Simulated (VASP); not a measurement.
# Ga3BAs4 (P-43m) in VASP: further runs

Runs on Ga3BAs4. Level: PBE. Tasks: single point.

All numbers are computed with VASP 6.6.1; they aren't measurements. Logs are shortened: lines on timing, memory, paths and dates and some standing lists are left out, and cuts for length are marked.

### Step 1. The cell of the first run

The structure is cubic, space group P-43m (No. 215). The conventional cell has a = 5.416 Å, b = 5.416 Å, c = 5.416 Å, α = 90.00°, β = 90.00°, γ = 90.00°. Ga (site symmetry -42m) has 4 As at 2.35 Å within 3.1 Å. B (site symmetry -43m) has 4 As at 2.35 Å within 3.1 Å. As (site symmetry 3m) has 3 Ga at 2.35 Å and 1 B at 2.35 Å within 3.1 Å.

### Step 2. Single point, PBE

INCAR

```
SYSTEM = Ga3BAs4
  ALGO = Normal
  EDIFF = 1E-6
  ENCUT = 520
  GGA = PE
  ISIF = 2
  ISMEAR = 0
  LASPH = .True.
  LCHARG = .False.
  LREAL = .False.
  LWAVE = .False.
  NBANDS = 41
  NELM = 60
  PREC = Accurate
  SIGMA = 0.1
```

KPOINTS

```
k-points
0
Gamma
  4 4 4
  0 0 0
```

POSCAR

```
Ga3BAs4
1.0
    5.4157579200      0.0000000000      0.0000000000
    0.0000000000      5.4157579200      0.0000000000
    0.0000000000      0.0000000000      5.4157579200
Ga B As
3 1 4
Direct
    0.5000000000      0.0000000000      0.5000000000
    0.5000000000      0.5000000000      0.0000000000
    0.0000000000      0.5000000000      0.5000000000
    0.0000000000      0.0000000000      0.0000000000
    0.2500000000      0.7500000000      0.7500000000
    0.2500000000      0.2500000000      0.2500000000
    0.7500000000      0.7500000000      0.2500000000
    0.7500000000      0.2500000000      0.7500000000
```

Potentials or basis: VASP PAW PBE potentials, release 64 (Ga_d, B, As).

Run with:

```bash
$ cat potpaw_PBE.64/Ga_d/POTCAR potpaw_PBE.64/B/POTCAR potpaw_PBE.64/As/POTCAR > POTCAR
$ mpirun -np 1 vasp_std > vasp.out
```

OUTCAR:

```text
SYSTEM = Ga3BAs4
   EDIFF = 1E-6
   ENCUT = 520
   GGA = PE
   ISIF = 2
   ISMEAR = 0
   LASPH = .True.
   LREAL = .False.
   NELM = 60
   PREC = Accurate

 ion  position               nearest neighbor table
   1  0.500  0.000  0.500-   5 2.35   6 2.35   7 2.35   8 2.35
   2  0.500  0.500  0.000-   5 2.35   6 2.35   7 2.35   8 2.35
   3  0.000  0.500  0.500-   5 2.35   6 2.35   7 2.35   8 2.35
   4  0.000  0.000  0.000-   5 2.35   6 2.35   7 2.35   8 2.35
   5  0.250  0.750  0.750-   1 2.35   2 2.35   3 2.35   4 2.35
   6  0.250  0.250  0.250-   1 2.35   2 2.35   3 2.35   4 2.35
   7  0.750  0.750  0.250-   1 2.35   2 2.35   3 2.35   4 2.35
   8  0.750  0.250  0.750-   1 2.35   2 2.35   3 2.35   4 2.35

  LATTYP: Found a simple cubic cell.
 ALAT       =     5.4157579200

  Lattice vectors:

 A1 = (   5.4157579200,   0.0000000000,   0.0000000000)
 A2 = (   0.0000000000,   5.4157579200,   0.0000000000)
 A3 = (   0.0000000000,   0.0000000000,   5.4157579200)

Analysis of symmetry for initial positions (statically):
=====================================================================
 Subroutine PRICEL returns:
 Original cell was already a primitive cell.

 Routine SETGRP: Setting up the symmetry group for a
 simple cubic supercell.

 Subroutine GETGRP returns: Found 24 space group operations
 (whereof 24 operations were pure point group operations)
 out of a pool of 48 trial point group operations.

The static configuration has the point symmetry T_d .

Analysis of symmetry for dynamics (positions and initial velocities):
=====================================================================
 Subroutine PRICEL returns:
 Original cell was already a primitive cell.

 Routine SETGRP: Setting up the symmetry group for a
 simple cubic supercell.

 Subroutine GETGRP returns: Found 24 space group operations
 (whereof 24 operations were pure point group operations)
 out of a pool of 48 trial point group operations.

The dynamic configuration has the point symmetry T_d .

 Subroutine INISYM returns: Found 24 space group operations
 (whereof 24 operations are pure point group operations),
 and found     1 'primitive' translations

----------------------------------------------------------------------------------------

                                     Primitive cell

  volume of cell :     158.8465

  direct lattice vectors                    reciprocal lattice vectors
     5.415757920  0.000000000  0.000000000     0.184646362  0.000000000  0.000000000
     0.000000000  5.415757920  0.000000000     0.000000000  0.184646362  0.000000000
     0.000000000  0.000000000  5.415757920     0.000000000  0.000000000  0.184646362

  length of vectors
     5.415757920  5.415757920  5.415757920     0.184646362  0.184646362  0.184646362

  position of ions in fractional coordinates (direct lattice)
     0.500000000  0.000000000  0.500000000
     0.500000000  0.500000000  0.000000000
     0.000000000  0.500000000  0.500000000
     0.000000000  0.000000000  0.000000000
     0.250000000  0.750000000  0.750000000
     0.250000000  0.250000000  0.250000000
     0.750000000  0.750000000  0.250000000
     0.750000000  0.250000000  0.750000000

  ion indices of the primitive-cell ions
   primitive index   ion index
                 1           1
                 2           2
                 3           3
                 4           4
                 5           5
                 6           6
                 7           7
                 8           8

----------------------------------------------------------------------------------------

 KPOINTS: k-points

Automatic generation of k-mesh.
 Grid dimensions read from file:
 generate k-points for:    4    4    4

 Generating k-lattice:

  Cartesian coordinates                     Fractional coordinates (reciprocal lattice)
     0.046161591  0.000000000  0.000000000     0.250000000  0.000000000  0.000000000
     0.000000000  0.046161591  0.000000000     0.000000000  0.250000000  0.000000000
     0.000000000  0.000000000  0.046161591     0.000000000  0.000000000  0.250000000

  Length of vectors
     0.046161591  0.046161591  0.046161591

  Shift w.r.t. Gamma in fractional coordinates (k-lattice)
     0.000000000  0.000000000  0.000000000

 Subroutine IBZKPT returns following result:
 ===========================================

 Found     10 irreducible k-points:

 Following reciprocal coordinates:
            Coordinates               Weight
  0.000000  0.000000  0.000000      1.000000
  0.250000  0.000000  0.000000      6.000000
  0.500000  0.000000  0.000000      3.000000
  0.250000  0.250000  0.000000     12.000000
  0.500000  0.250000  0.000000     12.000000
  0.500000  0.500000  0.000000      3.000000
  0.250000  0.250000  0.250000      8.000000
  0.500000  0.250000  0.250000     12.000000
  0.500000  0.500000  0.250000      6.000000
  0.500000  0.500000  0.500000      1.000000
   k-points           NKPTS =     10   k-points in BZ     NKDIM =     10   number of bands    NBANDS=     41
   number of dos      NEDOS =    301   number of ions     NIONS =      8
   total plane-waves  NPLWV =  64000
   dimension x,y,z NGX =    40 NGY =   40 NGZ =   40
   dimension x,y,z NGXF=    80 NGYF=   80 NGZF=   80
   ions per type =               3   1   4
   NGX,Y,Z   is equivalent  to a cutoff of  12.28, 12.28, 12.28 a.u.
   NGXF,Y,Z  is equivalent  to a cutoff of  24.56, 24.56, 24.56 a.u.
 SYSTEM =  Ga3BAs4
   PREC   = accura    normal or accurate (medium, high low for compatibility)
   ISTART =      0    job   : 0-new  1-cont  2-samecut
   ICHARG =      2    charge: 1-file 2-atom 10-const
   ISPIN  =      1    spin polarized calculation?
   LNONCOLLINEAR =      F non collinear calculations
   LSORBIT =      F    spin-orbit coupling
   LASPH  =      T    aspherical Exc in radial PAW
   ENCUT  =  520.0 eV  38.22 Ry    6.18 a.u.  10.07 10.07 10.07*2*pi/ulx,y,z
   NELM   =     60;   NELMIN=  2; NELMDL= -5     # of ELM steps
   EDIFF  = 0.1E-05   stopping-criterion for ELM
   LREAL  =      F    real-space projection
   EDIFFG = 0.1E-04   stopping-criterion for IOM
   NSW    =      0    number of steps for IOM
   IBRION =     -1    ionic relax: 0-MD 1-quasi-New 2-CG
   NFREE  =      0    steps in history (QN), initial steepest desc. (CG)
   ISIF   =      2    stress and relaxation
   ISYM   =      2    0-nonsym 1-usesym 2-fastsym
   POTIM  = 0.5000    time-step for ionic-motion
   TEBEG  =    0.0;   TEEND  =   0.0 temperature during run
   PSTRESS=    0.0 pullay stress
   NELECT =      62.0000    total number of electrons
   NUPDOWN=      -1.0000    fix difference up-down
   EMIN   =  10.00;   EMAX   =-10.00  energy-range for DOS
   EFERMI =   0.00;   METHOD = LEGACY
   ISMEAR =     0;   SIGMA  =   0.10  broadening in eV -4-tet -1-fermi 0-gaus
   EFERMI_NEDOS =   21; number of points for ismear=-14 and -15
   IALGO  =     38    algorithm
   IMIX   =      4    mixing-type and parameters
     AMIX     =   0.40;   BMIX     =  1.00
     AMIX_MAG =   1.60;   BMIX_MAG =  1.00
  volume/ion in A,a.u.               =      19.86       133.99
  Fermi-wavevector in a.u.,A,eV,Ry     =   1.196408  2.260884 19.475288  1.431393
  Thomas-Fermi vector in A             =   2.332350
   LORBIT       =      0    0 simple, 1 ext, 2 COOP (PROOUT), +10 PAW based schemes
   GGA     = PE    functional components
   LHFCALC =     F    Hartree Fock is set to
   AEXX    =    0.0000 exact exchange contribution
   IVDW    =     0    specifies the selected vdW correction
   LEPSILON=     F    determine dielectric tensor
   LRPA    =     F    only Hartree local field effects (RPA)
 non-spin polarized calculation
 Gauss-broadening in eV      SIGMA  =   0.10
  energy-cutoff  :      520.00
  volume of cell :      158.85
 maximum number of plane-waves:      4337
   NGX = 21   NGY = 21   NGZ = 21

 number of electron      62.0000078 magnetization

 Free energy of the ion-electron system (eV)
  ---------------------------------------------------
  ext. energy  EPLUGINS =         0.00000000
  ---------------------------------------------------
  free energy    TOTEN  =       -34.03755815 eV

  energy without entropy =      -34.03753157  energy(sigma->0) =      -34.03754486

 E-fermi :   4.8123     XC(G=0):  -9.8946

 val. band max:        4.5831803810   @ k =   0.0000   0.0000   0.0000
 cond. band min:       5.0182265602   @ k =   0.5000   0.5000   0.5000
 fundamental gap:      0.4350461792
 Fermi energy:         4.8122835681

 k-point     1 :       0.0000    0.0000    0.0000
  band No.  band energies     occupation
      1     -10.5656      2.00000
      2     -10.5656      2.00000
      3     -10.5656      2.00000
      4     -10.4135      2.00000
      5     -10.4135      2.00000
      6     -10.4135      2.00000
[... 33 lines left out ...]
     40       7.8732      0.00000
     41       7.8732      0.00000

 k-point     2 :       0.2500    0.0000    0.0000
  band No.  band energies     occupation
      1     -10.5591      2.00000
      2     -10.5591      2.00000
      3     -10.5585      2.00000
      4     -10.4356      2.00000
      5     -10.4124      2.00000
      6     -10.4124      2.00000
[... 33 lines left out ...]
     40       8.9305      0.00000
     41       8.9305      0.00000

 k-point     3 :       0.5000    0.0000    0.0000
  band No.  band energies     occupation
      1     -10.5517      2.00000
      2     -10.5517      2.00000
      3     -10.5491      2.00000
      4     -10.4574      2.00000
      5     -10.4068      2.00000
      6     -10.4068      2.00000
[... 259 lines left out ...]
      2     -10.5248      2.00000
      3     -10.5248      2.00000
      4     -10.5160      2.00000
      5     -10.4137      2.00000
      6     -10.4137      2.00000
[... 33 lines left out ...]
     40       9.5133      0.00000
     41       9.5133      0.00000

 k-point    10 :       0.5000    0.5000    0.5000
  band No.  band energies     occupation
      1     -10.5618      2.00000
      2     -10.5271      2.00000
      3     -10.5271      2.00000
      4     -10.5271      2.00000
      5     -10.4167      2.00000
      6     -10.4167      2.00000
[... 33 lines left out ...]
     40       9.3729      0.00000
     41       9.3734      0.00000

------------------------ aborting loop because EDIFF is reached ----------------------------------------

  FORCE on cell =-STRESS in cart. coord.  units (eV):
  Direction    XX          YY          ZZ          XY          YZ          ZX
  --------------------------------------------------------------------------------------
  -------------------------------------------------------------------------------------
  Total        7.0094612      7.0094612      7.0094612     -0.0000000      0.0000000      0.0000000
  in kB       70.6996864     70.6996864     70.6996864     -0.0000000      0.0000000      0.0000000
  external PRESSURE =      70.6996864 kB  Pullay stress =       0.0000000 kB

 VOLUME and BASIS-vectors are now :
 -----------------------------------------------------------------------------
  energy-cutoff  :      520.00
  volume of cell :      158.85
      direct lattice vectors                 reciprocal lattice vectors
     5.415757920  0.000000000  0.000000000     0.184646362  0.000000000  0.000000000
     0.000000000  5.415757920  0.000000000     0.000000000  0.184646362  0.000000000
     0.000000000  0.000000000  5.415757920     0.000000000  0.000000000  0.184646362

 POSITION                                       TOTAL-FORCE (eV/Angst)
 -----------------------------------------------------------------------------------
      2.70788      0.00000      2.70788         0.000000      0.000000      0.000000
      2.70788      2.70788      0.00000         0.000000      0.000000      0.000000
      0.00000      2.70788      2.70788         0.000000      0.000000      0.000000
      0.00000      0.00000      0.00000         0.000000      0.000000      0.000000
      1.35394      4.06182      4.06182        -1.472841      1.472841      1.472841
      1.35394      1.35394      1.35394        -1.472841     -1.472841     -1.472841
      4.06182      4.06182      1.35394         1.472841      1.472841     -1.472841
      4.06182      1.35394      4.06182         1.472841     -1.472841      1.472841
 -----------------------------------------------------------------------------------
    total drift:                               -0.000000     -0.000000     -0.000000

  FREE ENERGIE OF THE ION-ELECTRON SYSTEM (eV)
  ---------------------------------------------------
  free  energy   TOTEN  =       -34.0375581528 eV

  energy  without entropy=      -34.0375315737  energy(sigma->0) =      -34.03754486
```

Run time: 41 s. Hardware: 1 thread of Intel Xeon Platinum 8488C (Sapphire Rapids), shared host; peak memory 0.26 GiB.

What came out:

| Property | Result |
| --- | --- |
| Free energy | -34.0376 eV |
| Pressure | 7.1 GPa |
| Band gap on the k mesh | 0.43 eV, indirect (least direct gap 0.73 eV) |

### Step 3. Single point, PBE

This run uses another cell than the first one, of 20.87 Å³/atom, 1.051 times its volume.

INCAR

```
SYSTEM = Ga3BAs4
  PREC = Accurate
  ENCUT = 520
  EDIFF = 1E-6
  ISMEAR = 0
  SIGMA = 0.1
  LREAL = .False.
  LASPH = .True.
  NELM = 100
  ALGO = Normal
  ISIF = 2
  LWAVE = .False.
  LCHARG = .False.
  GGA = PE
  NBANDS = 41
```

KPOINTS

```
regular mesh
0
Gamma
  4 4 4
  0 0 0
```

POSCAR

```
Ga3BAs4
1.0
    5.5063111413      0.0000000000      0.0000000000
    0.0000000000      5.5063111413      0.0000000000
    0.0000000000      0.0000000000      5.5063111413
Ga B As
3 1 4
Direct
    0.5000000000      0.0000000000      0.5000000000
    0.5000000000      0.5000000000      0.0000000000
    0.0000000000      0.5000000000      0.5000000000
    0.0000000000      0.0000000000      0.0000000000
    0.2281028626      0.7718971374      0.7718971374
    0.2281028626      0.2281028626      0.2281028626
    0.7718971374      0.7718971374      0.2281028626
    0.7718971374      0.2281028626      0.7718971374
```

Potentials or basis: VASP PAW PBE potentials, release 64 (Ga_d, B, As).

Run with:

```bash
$ cat potpaw_PBE.64/Ga_d/POTCAR potpaw_PBE.64/B/POTCAR potpaw_PBE.64/As/POTCAR > POTCAR
$ mpirun -np 1 vasp_std > vasp.out
```

OUTCAR:

```text
SYSTEM = Ga3BAs4
   PREC = Accurate
   ENCUT = 520
   EDIFF = 1E-6
   ISMEAR = 0
   LREAL = .False.
   LASPH = .True.
   NELM = 100
   ISIF = 2
   GGA = PE

 ion  position               nearest neighbor table
   1  0.500  0.000  0.500-   5 2.46   6 2.46   7 2.46   8 2.46
   2  0.500  0.500  0.000-   5 2.46   6 2.46   7 2.46   8 2.46
   3  0.000  0.500  0.500-   5 2.46   6 2.46   7 2.46   8 2.46
   4  0.000  0.000  0.000-   5 2.18   6 2.18   7 2.18   8 2.18
   5  0.228  0.772  0.772-   4 2.18   2 2.46   3 2.46   1 2.46
   6  0.228  0.228  0.228-   4 2.18   2 2.46   3 2.46   1 2.46
   7  0.772  0.772  0.228-   4 2.18   2 2.46   3 2.46   1 2.46
   8  0.772  0.228  0.772-   4 2.18   2 2.46   3 2.46   1 2.46

  LATTYP: Found a simple cubic cell.
[... 634 lines left out ...]
  in kB        3.9964535      3.9964535      3.9964535     -0.0000000     -0.0000000     -0.0000000
  external PRESSURE =       3.9964535 kB  Pullay stress =       0.0000000 kB

 VOLUME and BASIS-vectors are now :
 -----------------------------------------------------------------------------
  energy-cutoff  :      520.00
  volume of cell :      166.95
      direct lattice vectors                 reciprocal lattice vectors
     5.506311141  0.000000000  0.000000000     0.181609788  0.000000000  0.000000000
     0.000000000  5.506311141  0.000000000     0.000000000  0.181609788  0.000000000
     0.000000000  0.000000000  5.506311141     0.000000000  0.000000000  0.181609788

 POSITION                                       TOTAL-FORCE (eV/Angst)
 -----------------------------------------------------------------------------------
      2.75316      0.00000      2.75316         0.000000      0.000000      0.000000
      2.75316      2.75316      0.00000         0.000000     -0.000000      0.000000
      0.00000      2.75316      2.75316        -0.000000      0.000000      0.000000
      0.00000      0.00000      0.00000        -0.000000     -0.000000      0.000000
      1.25601      4.25031      4.25031        -0.027908      0.027908      0.027908
      1.25601      1.25601      1.25601        -0.027908     -0.027908     -0.027908
      4.25031      4.25031      1.25601         0.027908      0.027908     -0.027908
      4.25031      1.25601      4.25031         0.027908     -0.027908      0.027908
 -----------------------------------------------------------------------------------
    total drift:                                0.000000      0.000000      0.000000

  FREE ENERGIE OF THE ION-ELECTRON SYSTEM (eV)
  ---------------------------------------------------
  free  energy   TOTEN  =       -35.3009156639 eV

  energy  without entropy=      -35.3009133056  energy(sigma->0) =      -35.30091448
```

OSZICAR:

```text
N       E                     dE             d eps       ncg     rms          rms(c)
DAV:   1     0.512900768605E+03    0.51290E+03   -0.27292E+04   885   0.199E+03
DAV:   2     0.446163877106E+02   -0.46828E+03   -0.44237E+03   876   0.550E+02
DAV:   3    -0.315553264632E+02   -0.76172E+02   -0.73252E+02   990   0.153E+02
DAV:   4    -0.359136413610E+02   -0.43583E+01   -0.43266E+01  1016   0.383E+01
DAV:   5    -0.359929519723E+02   -0.79311E-01   -0.79181E-01   982   0.526E+00    0.613E+00
DAV:   6    -0.353731191304E+02    0.61983E+00   -0.94739E-01  1125   0.111E+01    0.346E+00
DAV:   7    -0.352998190674E+02    0.73300E-01   -0.51180E-01   941   0.279E+00    0.146E+00
DAV:   8    -0.352981004257E+02    0.17186E-02   -0.59442E-02  1071   0.192E+00    0.344E-01
DAV:   9    -0.353003131496E+02   -0.22127E-02   -0.12946E-02   949   0.910E-01    0.112E-01
DAV:  10    -0.353007303373E+02   -0.41719E-03   -0.24408E-03   920   0.362E-01    0.413E-02
DAV:  11    -0.353008577326E+02   -0.12740E-03   -0.29693E-04  1063   0.116E-01    0.311E-02
DAV:  12    -0.353009077686E+02   -0.50036E-04   -0.84841E-05  1016   0.408E-02    0.106E-02
DAV:  13    -0.353009154526E+02   -0.76840E-05   -0.25789E-05   956   0.361E-02    0.466E-03
DAV:  14    -0.353009156639E+02   -0.21122E-06   -0.43141E-06   971   0.117E-02
   1 F= -.35300916E+02 E0= -.35300914E+02  d E =-.235822E-05
```

stdout:

```text
POSCAR found type information on POSCAR GaB As
 POSCAR found :  3 types and       8 ions
 scaLAPACK will be used
 LDA part: xc-table for (Slater+PW92), standard interpolation
 POSCAR, INCAR and KPOINTS ok, starting setup
 FFT: planning ... GRIDC
 FFT: planning ... GRID_SOFT
 FFT: planning ... GRID
 WAVECAR not read
 entering main loop
```

It took 47 s on 1 thread of Intel Xeon Platinum 8488C (Sapphire Rapids), shared host; peak memory 0.28 GiB.

What came out:

| Quantity | Value |
| --- | --- |
| Free energy | -35.3009 eV |
| Pressure | 0.4 GPa |
| Largest force | 0.048 eV/Å |
| Band gap on the k mesh | 0.54 eV, indirect (least direct gap 0.63 eV) |

Forces on the atoms (eV/Å):
```
Ga   0.000  0.000  0.000
Ga   0.000  0.000  0.000
Ga   0.000  0.000  0.000
B    0.000  0.000  0.000
As  -0.028  0.028  0.028
As  -0.028 -0.028 -0.028
As   0.028  0.028 -0.028
As   0.028 -0.028  0.028
```

Levels at points of the mesh, in eV from the valence-band top:
| k point | band 27 | band 28 | band 29 | band 30 | band 31 | band 32 | band 33 | band 34 | band 35 | band 36 |
| --- | --- | --- | --- | --- | --- | --- | --- | --- | --- | --- |
| (0.00, 0.00, 0.00) | -2.62 | -2.62 | 0.00 | 0.00 | 0.00 | 0.63 | 1.21 | 1.21 | 1.40 | 1.40 |
| (0.50, 0.00, 0.00) | -3.55 | -2.15 | -2.15 | -1.31 | -1.31 | 1.59 | 1.83 | 3.16 | 3.20 | 4.32 |
| (0.50, 0.50, 0.00) | -3.26 | -1.71 | -1.71 | -1.30 | -0.60 | 1.83 | 2.30 | 3.22 | 3.22 | 4.32 |
| (0.50, 0.50, 0.50) | -0.98 | -0.98 | -0.98 | -0.72 | -0.72 | 0.54 | 1.05 | 1.05 | 1.05 | 4.24 |
